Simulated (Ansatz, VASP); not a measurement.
# One calculation of Os, two programs

```
Os
1.0
     0.06078    1.94500    1.94500
     1.94500    0.06078    1.94500
     2.00578    2.00578    0.00000
Os
1
Direct
  0.00000 0.00000 0.00000
```

Change from the starting cell: strain +0.0625 x Voigt [0, 0, 0, 0, 0, 1], atoms carried along.

Alike in both runs: task single point; functional r2SCAN; k mesh 20 × 20 × 20; occupations gaussian, width 0.15 eV; no spin polarisation.

```csv
,VASP,Ansatz
version,VASP 6.6.1,Ansatz 0.2.0
potentials or method,"VASP PAW PBE potentials, release 64 (Os), cutoff 520 eV","scalar-relativistic, plane waves, PAW"
valence electrons in the cell,8,16
```

VASP gave:

- gap on the k mesh at the Fermi level (eV): none
- pressure (GPa): -14.5
- traceless stress, the component that is largest in VASP (GPa): -17.76

Question: What did Ansatz give for the same quantities?

Answer: gap on the k mesh at the Fermi level (eV): none; pressure (GPa): -15.1; traceless stress, the component that is largest in VASP (GPa): -17.86.

VASP's potentials were made for PBE, not for r2SCAN. A gap of «none» marks a metal or a gap that the smearing closes. VASP's potentials hold 8 valence electrons a cell and Ansatz's 16, so a difference there can come from the potentials and not from the codes.

Neither program's run includes spin-orbit coupling.
